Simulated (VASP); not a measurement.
Here is a VASP 6.6.1 calculation.

INCAR

```
  PREC = Accurate
  ENCUT = 520
  EDIFF = 1E-7
  ISMEAR = 0
  SIGMA = 0.05
  LREAL = F
  LASPH = T
  NELM = 100
  ALGO = Normal
  ISIF = 2
  LWAVE = F
  LCHARG = F
  GGA = PE
  IVDW = 12
  NBANDS = 11
```

The input KPOINTS:

```
regular mesh
0
Gamma
  15 15 15
```

POSCAR

```
C
1.0
    1.2324984681      0.7115833223      3.3613878357
   -1.2324984681      0.7115833223      3.3613878357
    0.0000000000     -1.4231666447      3.3613878357
C
2
Direct
    0.1642793571      0.1642793571      0.1853591091
    0.8357206429      0.8357206429      0.8146408909
```

Potentials or basis: VASP PAW PBE potentials, release 64 (C).

The run is started by

```bash
$ cat potpaw_PBE.64/C/POTCAR > POTCAR
$ mpirun -np 1 vasp_std > vasp.out
```

(1) Predict the largest force.

(2) Predict the pressure.

(3) Predict the dispersion energy per atom.

Results:

(1) 3.712 eV/Å.

(2) 1.7 GPa.

(3) -0.156 eV.

Caveat: the cell differs from its parent crystal (atoms displaced along several vibrational modes); the stress differs along the axes, from -3 to 9 GPa; forces of over 1 eV/Å act on the atoms, so gaps and moduli don't describe the material at rest.
